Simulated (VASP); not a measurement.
**SiO3: single point with PBE**

Crystal: SiO3.

```
Si O
1.0
     3.23120    0.00000    0.00000
     0.00000    3.23120    0.00000
     0.00000    0.00000    3.23120
Si O
1 3
Direct
  0.00000 0.00000 0.00000
  0.00000 0.50000 0.50000
  0.50000 0.00000 0.50000
  0.50000 0.50000 0.00000
```

```json
{"Program": "VASP 6.6.1", "Task": "single point", "Functional": "PBE", "Potentials or basis": "VASP PAW PBE potentials, release 64 (Si, O)", "Cutoff": "600 eV", "k mesh": "5 × 5 × 5", "Occupations": "gaussian, width 0.2 eV", "Spin": "no spin polarisation", "Dipole correction": "no", "Further INCAR settings": "ALGO = Normal; EDIFF = 1e-06; NBANDS = 19"}
```

```json
{
  "Pressure": "-0.9 GPa",
  "Band gap on the k mesh": "zero (band 11 reaches 6.95 eV, above the bottom of band 12 at 6.61 eV)"
}
```

Levels at points of the mesh, in eV from the Fermi level:
| k point | band 8 | band 9 | band 10 | band 11 | band 12 | band 13 | band 14 | band 15 |
| --- | --- | --- | --- | --- | --- | --- | --- | --- |
| (0.00, 0.00, 0.00) | -1.64 | -1.64 | -1.64 | 0.17 | 0.17 | 0.17 | 9.24 | 9.24 |

It took 4.5 s on 1 thread of Intel(R) Xeon(R) 6975P-C (Granite Rapids), on a shared host, peak memory 0.14 GiB.

Caveat: the k points lie up to 0.39 Å⁻¹ apart.
